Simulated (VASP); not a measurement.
Au, 1 atom in the cell. It takes space group Fm-3m (No. 225, cubic). Conventional cell: a = 4.124 Å, b = 4.124 Å, c = 4.124 Å, α = 90.00°, β = 90.00°, γ = 90.00°. Within 3.8 Å of Au (site symmetry m-3m) lie 12 Au at 2.92 Å. 

| Quantity | Value |
| --- | --- |
| Program | VASP 6.6.1 |
| Task | single point |
| Functional | r2SCAN |
| Potentials or basis | VASP PAW PBE potentials, release 64 (Au) |
| Cutoff | 520 eV |
| k mesh | 18 × 18 × 18 |
| Occupations | gaussian, width 0.1 eV |
| Spin | no spin polarisation |
| Dipole correction | no |
| Further INCAR settings | ALGO = Normal; EDIFF = 1e-07; NBANDS = 12 |

Potentials or basis: VASP PAW PBE potentials, release 64 (Au).

Launch:

```sh
$ cat potpaw_PBE.64/Au/POTCAR > POTCAR
$ cp INCAR.step1 INCAR
$ mpirun -np 1 vasp_std > vasp.out
$ cp INCAR.step2 INCAR
$ mpirun -np 1 vasp_std > vasp.out
```

Hardware: 1 thread of Intel(R) Xeon(R) Platinum 8259CL CPU @ 2.50GHz (Skylake/Cascade Lake), on a shared host.

Problem. How long does it take, and how much memory?

Solution. It took 110 s on 1 thread of Intel(R) Xeon(R) Platinum 8259CL CPU @ 2.50GHz (Skylake/Cascade Lake) (shared host), peak memory 0.17 GiB. Counts: k points 195.
